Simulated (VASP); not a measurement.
# BeZn2Se3 (P6/mmm) in VASP: notebook, part 2 of 2

VASP 6.6.1.

## 5. Single point, PBE

This run uses another cell than the first one, of 24.70 Å³/atom.

File INCAR:

```
SYSTEM = BeZn2Se3
PREC = Accurate ; ENCUT = 520
EDIFF = 1E-7 ; ISMEAR = 0
SIGMA = 0.1 ; LREAL = .FALSE.
LASPH = .TRUE. ; NELM = 60
ALGO = Normal ; ISIF = 2
LWAVE = .FALSE. ; LCHARG = .TRUE.
GGA = PE ; LELF = .TRUE.
LVHAR = .TRUE. ; NBANDS = 31
```

File KPOINTS:

```
regular mesh
0
G
  6 6 10
  0 0 0
```

File POSCAR:

```
BeZn2Se3
1.0
    7.6850406134      0.0000000000      0.0000000000
   -3.8425203067      6.6554404003      0.0000000000
    0.0000000000      0.0000000000      2.8970960320
Be Zn Se
1 2 3
Direct
    0.0000000000      0.0000000000      0.0000000000
    0.3333333333      0.6666666667      0.0000000000
    0.6666666667      0.3333333333      0.0000000000
    0.5000000000      0.0000000000      0.5000000000
    0.5000000000      0.5000000000      0.5000000000
    0.0000000000      0.5000000000      0.5000000000
```

Potentials or basis: VASP PAW PBE potentials, release 64 (Be, Zn, Se).

The run is started by

```console
> cat potpaw_PBE.64/Be/POTCAR potpaw_PBE.64/Zn/POTCAR potpaw_PBE.64/Se/POTCAR > POTCAR
> mpirun -np 1 vasp_std > vasp.out
```

OUTCAR:

```text
SYSTEM = BeZn2Se3
   PREC = Accurate
   ENCUT = 520
   EDIFF = 1E-7
   ISMEAR = 0
   LREAL = .FALSE.
   LASPH = .TRUE.
   NELM = 60
   ISIF = 2
   GGA = PE

 ion  position               nearest neighbor table
   1  0.000  0.000  0.000-
   2  0.333  0.667  0.000-   4 2.65   4 2.65   6 2.65   6 2.65   5 2.65   5 2.65
   3  0.667  0.333  0.000-   4 2.65   4 2.65   6 2.65   6 2.65   5 2.65   5 2.65
   4  0.500  0.000  0.500-   2 2.65   3 2.65   2 2.65   3 2.65
   5  0.500  0.500  0.500-   2 2.65   3 2.65   2 2.65   3 2.65
   6  0.000  0.500  0.500-   2 2.65   3 2.65   2 2.65   3 2.65

  LATTYP: Found a hexagonal cell.
 ALAT       =     7.6850406134
 C/A-ratio  =     0.3769786235

  Lattice vectors:

 A1 = (   7.6850406134,   0.0000000000,   0.0000000000)
 A2 = (  -3.8425203067,   6.6554404003,   0.0000000000)
 A3 = (   0.0000000000,   0.0000000000,   2.8970960320)

Analysis of symmetry for initial positions (statically):
=====================================================================
 Subroutine PRICEL returns:
 Original cell was already a primitive cell.

 Routine SETGRP: Setting up the symmetry group for a
 hexagonal supercell.

 Subroutine GETGRP returns: Found 24 space group operations
 (whereof 24 operations were pure point group operations)
 out of a pool of 24 trial point group operations.

The static configuration has the point symmetry D_6h.

Analysis of symmetry for dynamics (positions and initial velocities):
=====================================================================
 Subroutine PRICEL returns:
 Original cell was already a primitive cell.

 Routine SETGRP: Setting up the symmetry group for a
 hexagonal supercell.

 Subroutine GETGRP returns: Found 24 space group operations
 (whereof 24 operations were pure point group operations)
 out of a pool of 24 trial point group operations.

The dynamic configuration has the point symmetry D_6h.

 Subroutine INISYM returns: Found 24 space group operations
 (whereof 24 operations are pure point group operations),
 and found     1 'primitive' translations
[... 126 lines left out ...]
  Thomas-Fermi vector in A             =   2.228448
   LORBIT       =      0    0 simple, 1 ext, 2 COOP (PROOUT), +10 PAW based schemes
   GGA     = PE    functional components
   LHFCALC =     F    Hartree Fock is set to
   AEXX    =    0.0000 exact exchange contribution
   IVDW    =     0    specifies the selected vdW correction
   LEPSILON=     F    determine dielectric tensor
   LRPA    =     F    only Hartree local field effects (RPA)
 non-spin polarized calculation
 Gauss-broadening in eV      SIGMA  =   0.10
  energy-cutoff  :      520.00
  volume of cell :      148.18
 maximum number of plane-waves:      4014
 NGX is ok and might be reduce to    60
   NGX = 29   NGY = 29   NGZ = 11

 number of electron      44.0000017 magnetization

 Free energy of the ion-electron system (eV)
  ---------------------------------------------------
  ext. energy  EPLUGINS =         0.00000000
  ---------------------------------------------------
  free energy    TOTEN  =       -13.70039621 eV

  energy without entropy =      -13.68721668  energy(sigma->0) =      -13.69380644

 E-fermi :   1.6752     XC(G=0):  -8.7480

 val. band max:        1.6522460101   @ k =   0.1667  -0.0000   0.4000
 cond. band min:       1.7259111270   @ k =   0.0000   0.0000   0.2000
 fundamental gap:      0.0736651168
 Fermi energy:         1.6752024921

 k-point     1 :       0.0000    0.0000    0.0000
  band No.  band energies     occupation
      1     -12.5969      2.00000
      2     -11.8556      2.00000
      3     -11.8556      2.00000
      4      -6.4944      2.00000
      5      -5.8741      2.00000
      6      -5.6305      2.00000
[... 805 lines left out ...]
     30       7.2560      0.00000
     31       7.4333      0.00000

 [... further k-points ...]

------------------------ aborting loop because EDIFF is reached ----------------------------------------

  FORCE on cell =-STRESS in cart. coord.  units (eV):
  Direction    XX          YY          ZZ          XY          YZ          ZX
  --------------------------------------------------------------------------------------
  -------------------------------------------------------------------------------------
  Total        0.0803702      0.0803702      0.1074934     -0.0000000      0.0000000      0.0000000
  in kB        0.8690000      0.8690000      1.1622687     -0.0000000      0.0000000      0.0000000
  external PRESSURE =       0.9667563 kB  Pullay stress =       0.0000000 kB

 VOLUME and BASIS-vectors are now :
 -----------------------------------------------------------------------------
  energy-cutoff  :      520.00
  volume of cell :      148.18
      direct lattice vectors                 reciprocal lattice vectors
     7.685040613  0.000000000  0.000000000     0.130122930  0.075126509  0.000000000
    -3.842520307  6.655440400  0.000000000     0.000000000  0.150253017  0.000000000
     0.000000000  0.000000000  2.897096032     0.000000000  0.000000000  0.345173232

 POSITION                                       TOTAL-FORCE (eV/Angst)
 -----------------------------------------------------------------------------------
      0.00000      0.00000      0.00000        -0.000000      0.000000      0.000000
     -0.00000      4.43696      0.00000        -0.000000      0.000000      0.000000
      3.84252      2.21848      0.00000         0.000000      0.000000     -0.000000
      3.84252      0.00000      1.44855         0.000000      0.000000      0.000000
      1.92126      3.32772      1.44855        -0.000000      0.000000      0.000000
     -1.92126      3.32772      1.44855         0.000000      0.000000      0.000000
 -----------------------------------------------------------------------------------
    total drift:                                0.000000      0.000000     -0.000000

  FREE ENERGIE OF THE ION-ELECTRON SYSTEM (eV)
  ---------------------------------------------------
  free  energy   TOTEN  =       -13.7003962113 eV

  energy  without entropy=      -13.6872166773  energy(sigma->0) =      -13.69380644
```

stdout:

```text
POSCAR found type information on POSCAR BeZnSe
 POSCAR found :  3 types and       6 ions
 scaLAPACK will be used
 LDA part: xc-table for (Slater+PW92), standard interpolation
 POSCAR, INCAR and KPOINTS ok, starting setup
 FFT: planning ... GRIDC
 FFT: planning ... GRID_SOFT
 FFT: planning ... GRID
 WAVECAR not read
 entering main loop
```

It took 7.2 min on 1 thread of Intel Xeon 8259CL, shared host; peak memory 0.38 GiB.

What came out:

- Free energy: -13.7004 eV
- Pressure: 0.1 GPa
- Band gap on the k mesh: zero (bands 22 and 23 overlap by 2.77 eV)

Levels at points of the mesh, in eV from the Fermi level:
```
           k point  band 18  band 19  band 20  band 21  band 22  band 23  band 24  band 25  band 26  band 27
(0.00, 0.00, 0.00)    -1.92    -1.92    -1.41    -1.28     1.97     2.58     2.58     2.68     2.68     3.64
(0.50, 0.00, 0.00)    -2.68    -1.62    -1.60     1.01     1.37     2.18     2.28     2.42     2.68     3.53
(0.00, 0.00, 0.50)    -1.25    -1.18    -1.18    -0.05    -0.05     0.28     0.38     1.24     2.27     2.59
(0.50, 0.00, 0.50)    -2.33    -1.11    -0.64    -0.58    -0.13     0.09     0.79     1.08     1.21     3.60
```

## 6. Relaxation of cell and atoms, PBE

This run uses another cell than the first one, of 22.67 Å³/atom.

File INCAR:

```
PREC = Accurate
ENCUT = 600
EDIFF = 1E-6
ISMEAR = 0
SIGMA = 0.1
LREAL = F
LASPH = T
NELM = 60
ALGO = Normal
ISIF = 3
LWAVE = F
LCHARG = F
GGA = PE
IBRION = 2
NSW = 100
EDIFFG = -0.01
```

File KPOINTS:

```
regular mesh
0
Gamma
  6 6 10
```

POSCAR: that of step 5 with these lines changed.

```diff
@@ -2,5 +2,5 @@
 1.0
-    7.6850406134      0.0000000000      0.0000000000
-   -3.8425203067      6.6554404003      0.0000000000
-    0.0000000000      0.0000000000      2.8970960320
+    6.4646528973      0.0000000000      0.0000000000
+   -3.2323264487      5.5985536357      0.0000000000
+    0.0000000000      0.0000000000      3.7578585113
 Be Zn Se
```

Potentials or basis: VASP PAW PBE potentials, release 64 (Be, Zn, Se).

The run is started by

```console
> cat potpaw_PBE.64/Be/POTCAR potpaw_PBE.64/Zn/POTCAR potpaw_PBE.64/Se/POTCAR > POTCAR
> mpirun -np 1 vasp_std > vasp.out
```

Wall time 64 min (1 thread of Intel Xeon 8259CL, shared host); peak memory 0.42 GiB.

It converged, with:

- Free energy: -13.6966 eV
- Relaxed volume: 24.73 Å³/atom
- Relaxed cell: a = 7.687 Å, b = 7.687 Å, c = 2.899 Å, α = 90.00°, β = 90.00°, γ = 120.00°
- Space group after relaxing (to 0.1 Å): P6/mmm (No. 191)
- Energy gained by relaxing: 91.7 meV/atom
- Ionic steps: 15
- Pressure after relaxing: 0.0 GPa
- Band gap on the k mesh: zero (bands 22 and 23 overlap by 2.76 eV)

Step by step:
```csv
step,energy change (eV),largest force (eV/Å),pressure (GPa),volume (Å³)
1,0.0000,0.0000,0.20,136.01
2,-0.0135,0.0000,0.16,136.55
3,-0.0244,0.0000,0.02,137.53
4,-0.0254,0.0000,0.01,137.79
5,-0.0283,0.0000,-0.10,138.29
6,-0.0362,0.0000,-0.20,139.23
7,-0.0376,0.0000,-0.26,140.91
8,-0.2286,0.0000,-0.26,143.36
9,-0.3437,0.0000,3.49,144.22
10,-0.4611,0.0000,0.39,144.43
11,-0.5350,0.0000,1.32,144.57
12,-0.5335,0.0000,0.12,149.63
13,-0.5414,0.0000,0.70,146.87
14,-0.5502,0.0000,0.08,148.17
15,-0.5504,0.0000,-0.01,148.37
```

Final structure:
```
Be Zn Se
1.0
     7.68712    0.00000    0.00000
    -3.84356    6.65724    0.00000
     0.00000    0.00000    2.89933
Be Zn Se
1 2 3
Direct
  0.00000 0.00000 0.00000
  0.33333 0.66667 0.00000
  0.66667 0.33333 0.00000
  0.50000 0.00000 0.50000
  0.50000 0.50000 0.50000
  0.00000 0.50000 0.50000
```

Levels at points of the mesh, in eV from the Fermi level:
| k point | band 18 | band 19 | band 20 | band 21 | band 22 | band 23 | band 24 | band 25 | band 26 |
| --- | --- | --- | --- | --- | --- | --- | --- | --- | --- |
| (0.00, 0.00, 0.00) | -1.92 | -1.92 | -1.41 | -1.28 | 1.95 | 2.59 | 2.59 | 2.67 | 2.67 |
| (0.50, 0.00, 0.00) | -2.68 | -1.61 | -1.60 | 1.01 | 1.37 | 2.28 | 2.40 | 2.67 | 3.52 |
| (0.00, 0.00, 0.50) | -1.25 | -1.18 | -1.18 | -0.05 | -0.05 | 0.28 | 0.38 | 1.23 | 2.59 |
| (0.50, 0.00, 0.50) | -2.32 | -1.11 | -0.64 | -0.58 | -0.13 | 0.09 | 0.80 | 1.07 | 1.21 |

Caveat: a cell axis changed by over 15 % at a fixed basis, so the end point is rough.

## 7. The runs side by side

| task | cell | k mesh | cutoff (eV) | gap on the mesh (eV) | pressure (GPa) | relaxed volume (Å³/atom) |
| --- | --- | --- | --- | --- | --- | --- |
| single point | a = 5.957, b = 5.957, c = 3.453 Å, angles 90.0, 90.0, 120.0°, 6 atoms | 3 × 3 × 6 | 520 | none | 21.4 | - |
| single point | a = 6.465, b = 6.465, c = 3.758 Å, angles 90.0, 90.0, 120.0°, 6 atoms | 3 × 3 × 6 | 520 | none | -0.1 | - |
| relaxation of cell and atoms | relaxed from a = 5.957, b = 5.957, c = 3.453 Å, angles 90.0, 90.0, 120.0°, 6 atoms | 3 × 3 × 6 | 600 | none | -0.1 | 22.68 |
| single point | a = 7.685, b = 7.685, c = 2.897 Å, angles 90.0, 90.0, 120.0°, 6 atoms | 6 × 6 × 10 | 520 | none | 0.1 | - |
| relaxation of cell and atoms | relaxed from a = 6.465, b = 6.465, c = 3.758 Å, angles 90.0, 90.0, 120.0°, 6 atoms | 6 × 6 × 10 | 600 | none | 0.0 | 24.73 |

Alike in all rows: level PBE; potentials or basis VASP PAW PBE potentials, release 64 (Be, Zn, Se); no spin polarisation; smearing gaussian 0.1 eV.

Caveats: some runs use coarse meshes; semilocal functionals underestimate gaps, so a narrow gap can read as zero (at least some runs); the volume moved by over 15 % at a fixed basis, so the end points are rough (at least some runs); a cell axis changed by over 15 % at a fixed basis, so the end point is rough (at least some runs).

Total energies depend on the potentials used, so only differences within one code and one set of settings carry meaning.
